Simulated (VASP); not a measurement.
Crystal: NbN.

```xyz
2
Lattice="0.0000 2.1950 2.1950 2.1950 0.0000 2.1950 2.1950 2.1950 0.0000" Properties=species:S:1:pos:R:3 pbc="T T T"
Nb    0.0000    0.0000    0.0000
N     2.1950    2.1950    2.1950
```

```yaml
Program: VASP 6.6.1
Task: relaxation of cell and atoms
Functional: LDA
Potentials_or_basis: VASP PAW LDA potentials, release 64 (Nb_sv, N)
Cutoff: 600 eV
k_mesh: 16 × 16 × 16
Occupations: gaussian, width 0.1 eV
Spin: no spin polarisation
```

At the start: pressure -7.9 GPa; volume 10.58 Å³/atom.

Problem. How do energy, volume and symmetry change on relaxing?

Solution. Over 4 steps the energy falls by 6.2 meV/atom and the volume is 10.33 Å³/atom (-2.3 %); space group Fm-3m (No. 225, to 0.1 Å) before and after.

Step by step:
```
step  energy change (eV)  largest force (eV/Å)  pressure (GPa)  volume (Å³)
   1              0.0000                0.0000           -7.86        21.15
   2              0.0522                0.0000           20.57        19.60
   3             -0.0124                0.0000           -0.15        20.67
   4             -0.0124                0.0000            0.02        20.66
```

Final structure:
```
Nb N
1.0
     0.00000    2.17775    2.17775
     2.17775    0.00000    2.17775
     2.17775    2.17775    0.00000
Nb N
1 1
Direct
  0.00000 0.00000 0.00000
  0.50000 0.50000 0.50000
```

Caveat: the highest band is partly filled, so the run has too few bands.
